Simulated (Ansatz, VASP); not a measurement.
# CdS: VASP beside Ansatz

```
Cd S
1.0
     0.00000    2.91000    3.02640
     2.91000    0.00000    3.02640
     2.91000    2.91000    0.00000
Cd S
1 1
Direct
  0.00000 0.00000 0.00000
  0.75000 0.75000 0.75000
```

Change from the starting cell: strain +0.000 along x and y, +0.040 along z, atoms carried along.

Alike in both runs: task single point; functional r2SCAN; k mesh 8 × 8 × 8; occupations gaussian, width 0.05 eV; no spin polarisation.

|  | VASP | Ansatz |
| --- | --- | --- |
| version | VASP 6.6.1 | Ansatz 0.2.0 |
| potentials or method | VASP PAW PBE potentials, release 64 (Cd, S), cutoff 520 eV | scalar-relativistic, plane waves, PAW |
| valence electrons in the cell | 18 | 26 |

```tsv
	VASP	Ansatz	Ansatz less VASP
gap on the k mesh at the Fermi level (eV)	1.47	1.48	+0.004
least direct gap on the mesh (eV)	1.47	1.48	+0.004
pressure (GPa)	-0.3	-0.6	-0.29
traceless stress, the component that is largest in VASP (GPa)	-0.54	-0.55	-0.007
```

VASP's potentials were made for PBE, not for r2SCAN. With one functional, cell and mesh, what is left measures potentials, basis and numerics. VASP's potentials hold 18 valence electrons a cell and Ansatz's 26, so a difference there can come from the potentials and not from the codes.
